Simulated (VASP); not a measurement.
Wanted: the native input for a VASP 6.6.1 run.

| Item | Value |
| --- | --- |
| Task | single point |
| Functional | r2SCAN |
| Potentials or basis | VASP PAW PBE potentials, release 64 (Gd, N) |
| Cutoff | 520 eV |
| k mesh | 12 × 12 × 12 |
| Occupations | gaussian, width 0.05 eV |
| Spin | collinear spin, ferromagnetic start |
| Starting moments | [7.63, 0.0] μB |
| Dipole correction | no |
| Further INCAR settings | ALGO = Normal; EDIFF = 1e-07; NBANDS = 22 |

GdN:

```
CELL_PARAMETERS angstrom
0.00000 2.51927 2.51927
2.51927 0.00000 2.51927
2.51927 2.51927 0.00000
ATOMIC_POSITIONS crystal
Gd 0.50000 0.50000 0.50000
N 0.00000 0.00000 0.00000
```

One way to write it, as run:

POSCAR

```
GdN
1.0
    0.0000000000      2.5192749269      2.5192749269
    2.5192749269      0.0000000000      2.5192749269
    2.5192749269      2.5192749269      0.0000000000
Gd N
1 1
Direct
    0.5000000000      0.5000000000      0.5000000000
    0.0000000000      0.0000000000      0.0000000000
```

INCAR.step1

```
SYSTEM = GdN
ALGO = Normal
EDIFF = 1E-4
ENCUT = 520
GGA = PE
ISMEAR = 0
ISPIN = 2
LASPH = .TRUE.
LCHARG = .FALSE.
LMAXMIX = 6
LREAL = .FALSE.
LWAVE = .TRUE.
MAGMOM = 7.63 0
NBANDS = 22
NELM = 150
PREC = Accurate
SIGMA = 0.05
```

INCAR.step2

```
SYSTEM = GdN
ALGO = Normal
EDIFF = 1E-7
ENCUT = 520
ISIF = 2
ISMEAR = 0
ISPIN = 2
ISTART = 1
LASPH = .TRUE.
LCHARG = .TRUE.
LELF = .TRUE.
LMAXMIX = 6
LMIXTAU = .TRUE.
LORBIT = 11
LREAL = .FALSE.
LVHAR = .TRUE.
LWAVE = .FALSE.
MAGMOM = 7.63 0
METAGGA = R2SCAN
NBANDS = 22
NELM = 150
PREC = Accurate
SIGMA = 0.05
```

KPOINTS

```
k-points
0
G
  12 12 12
  0 0 0
```

Potentials or basis: VASP PAW PBE potentials, release 64 (Gd, N).

The run is started by

```console
$ cat potpaw_PBE.64/Gd/POTCAR potpaw_PBE.64/N/POTCAR > POTCAR
$ cp INCAR.step1 INCAR
$ mpirun -np 1 vasp_std > vasp.out
$ cp INCAR.step2 INCAR
$ mpirun -np 1 vasp_std > vasp.out
```

Results of the run:

```json
{
 "Pressure": "-5.7 GPa",
 "Band gap on the k mesh": "zero (filled and empty bands overlap)",
 "Net moment": "7.00 μB per cell",
 "Site moments": "Gd +6.79; N -0.12 μB",
 "Valence electrons inside the program's atomic spheres": "Gd 15.20; N 3.65"
}
```

Caveat: the cell stands under tension; the PAW data sets were made with another functional, which shifts forces and pressure a little; spin-orbit coupling is left out, which moves the levels of the heavy elements; a cell with one magnetic atom can't hold antiferromagnetic order, which such compounds often take; semilocal functionals describe open f shells poorly, which spoils levels, moments and volumes.

It took 4.9 min on 1 thread of Intel(R) Xeon(R) 6975P-C (Granite Rapids), with other jobs on the host, peak memory 0.26 GiB.
